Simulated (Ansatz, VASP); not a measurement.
Two plane-wave programs on SiOs2

```
CELL_PARAMETERS angstrom
-1.44842 1.44842 4.80544
1.44842 -1.44842 4.80544
1.44842 1.44842 -4.80544
ATOMIC_POSITIONS crystal
Si 0.00000 0.00000 0.00000
Os 0.65017 0.65017 0.00000
Os 0.34983 0.34983 0.00000
```

Alike in both runs: functional PBE; k mesh 22 × 22 × 22; occupations gaussian, width 0.1 eV; no spin polarisation.

Ansatz relaxed the structure, and its values are those at the end. VASP's run is a single point on that final structure, the one shown.

|  | VASP | Ansatz |
| --- | --- | --- |
| version | VASP 6.6.1 | Ansatz 0.2.0 |
| potentials or method | VASP PAW PBE potentials, release 64 (Si, Os), cutoff 520 eV | scalar-relativistic, plane waves, PAW |
| valence electrons in the cell | 20 | 36 |

VASP gave:

* gap on the k mesh at the Fermi level (eV): none
* pressure (GPa): 0.5

**Question.** What did Ansatz give for the same quantities?

**Answer.** gap on the k mesh at the Fermi level (eV): none; pressure (GPa): 0.0.

A gap of «none» marks a metal or a gap that the smearing closes. VASP's potentials hold 20 valence electrons a cell and Ansatz's 36, so a difference there can come from the potentials and not from the codes.

Spin-orbit coupling is off throughout.
